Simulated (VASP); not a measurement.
Runs of VASP 6.6.1 on TiAl. The structure is that of space group P-6m2 (No. 187), or close to it. The cells are those of the table. 

| cell | gap on the mesh (eV) | pressure (GPa) |
| --- | --- | --- |
| a = 2.990, b = 2.990, c = 4.250 Å, angles 90.0, 90.0, 120.0°, 2 atoms | none | (a) |
| a = 2.762, b = 2.762, c = 4.496 Å, angles 90.0, 90.0, 120.0°, 2 atoms | none | 11.7 |
| a = 2.705, b = 2.705, c = 5.173 Å, angles 90.0, 90.0, 120.0°, 2 atoms | none | (b) |
| a = 2.705, b = 2.705, c = 4.804 Å, angles 90.0, 90.0, 120.0°, 2 atoms | none | 7.5 |
| a = 2.876, b = 2.876, c = 4.619 Å, angles 90.0, 90.0, 120.0°, 2 atoms | none | -2.0 |

Alike in all rows: task single point; level PBEsol; potentials or basis VASP PAW PBE potentials, release 64 (Ti_sv, Al); no spin polarisation; k mesh 18 × 18 × 10; cutoff (eV) 520; smearing gaussian 0.15 eV.

**Question.** Fill in the values left out.

**Answer.** (a) 1.1; (b) -0.1.

Caveats: the PAW data sets were made with another functional, which shifts forces and pressure a little; the stress differs along the axes, from -4 to 12 GPa (at least some runs); the cell stands under pressure (at least some runs); the stress differs along the axes, from -20 to 10 GPa (at least some runs); the stress differs along the axes, from -4 to 13 GPa (at least some runs).

A gap of «none» marks levels without a gap at the run's occupations.
